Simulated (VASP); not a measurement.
**MnO2: single point with PBE**

MnO2:

```
CELL_PARAMETERS angstrom
4.40042 0.00000 0.00000
0.00000 4.40042 0.00000
0.00000 0.00000 2.86708
ATOMIC_POSITIONS crystal
Mn 0.50000 0.50000 0.50000
Mn 0.00000 0.00000 0.00000
O 0.80492 0.19508 0.50000
O 0.69508 0.69508 0.00000
O 0.19508 0.80492 0.50000
O 0.30492 0.30492 0.00000
```

- Program: VASP 6.6.1
- Task: single point
- Functional: PBE
- Potentials or basis: VASP PAW PBE potentials, release 64 (Mn_pv, O)
- Cutoff: 520 eV
- k mesh: 5 × 5 × 7
- Occupations: fermi-dirac, width 0.05 eV
- Spin: non-collinear spin, typed start
- Starting moments: [[-0.125, 0.911, 1.877], [-3.956, 0.804, 0.159], [0.0, 0.0, 0.0], [0.0, 0.0, 0.0], [0.0, 0.0, 0.0], [0.0, 0.0, 0.0]] μB
- Dipole correction: no
- Further INCAR settings: ALGO = Normal; EDIFF = 1e-06; NBANDS = 66

```yaml
Pressure: 4.0 GPa
Largest_force: 0.156 eV/Å
Band_gap_on_the_k_mesh: zero (bands 50 and 51 overlap by 0.30 eV)
Net_moment: 0.00 μB per cell
Valence_electrons_inside_the_program's_atomic_spheres: Mn 11.74; O 5.03
```

Forces in eV/Å, atoms in the order of the input:
```
Mn   0.000  0.000  0.000
Mn   0.000  0.000  0.000
O   -0.109  0.109  0.000
O    0.110  0.110  0.000
O    0.109 -0.109  0.000
O   -0.110 -0.110  0.000
```

Levels at points of the mesh, in eV from the Fermi level:
```tsv
k point	band 46	band 47	band 48	band 49	band 50	band 51	band 52	band 53	band 54	band 55
(0.00, 0.00, 0.00)	-1.13	-1.07	-1.07	-0.44	-0.44	-0.21	-0.21	0.36	0.36	1.15
```

Moments on the atoms (μB; x, y, z):
```
Mn   1.81  0.46  1.67
Mn  -1.81 -0.45 -1.67
O   -0.04 -0.01 -0.03
O    0.04  0.01  0.03
O   -0.04 -0.01 -0.03
O    0.04  0.01  0.03
```

Run time: 60 min on 1 thread of Oxide Virtual Turin-like Processor, on a shared host, peak memory 0.57 GiB.

Caveat: the cell stands under pressure; semilocal functionals often make such compounds metallic where correlation or magnetic order opens a gap, which also shifts bond lengths. With open d or f shells a metallic result of PBE can be an artefact of self-interaction; +U or a hybrid may open a gap.
